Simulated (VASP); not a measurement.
Crystal: Sc3Al.

```
Sc Al
1.0
     4.43199    0.00000    0.00000
     0.00000    4.43199    0.00000
     0.00000    0.00000    4.43199
Sc Al
3 1
Direct
  0.50000 0.00000 0.50000
  0.00000 0.50000 0.50000
  0.50000 0.50000 0.00000
  0.00000 0.00000 0.00000
```

Base run:

| Property | Result |
| --- | --- |
| Program | VASP 6.6.1 |
| Functional | r2SCAN |
| Potentials or basis | VASP PAW PBE potentials, release 64 (Sc_sv, Al) |
| Cutoff | 520 eV |
| k mesh | 5 × 5 × 5 |
| Occupations | fermi-dirac, width 0.25 eV |
| Spin | no spin polarisation |

Its results: band gap on the k mesh zero (band 18 reaches 5.06 eV, above the bottom of band 19 at 4.07 eV); pressure 0.7 GPa.

Q: The run is repeated on the same cell with these changes: occupations from fermi-dirac, width 0.25 eV to fermi-dirac, width 0.1 eV. What comes out?

A: Band gap on the k mesh zero (band 18 reaches 5.04 eV, above the bottom of band 19 at 4.06 eV); pressure 0.2 GPa.

Caveats: the PAW data sets were made with another functional, which shifts forces and pressure a little.
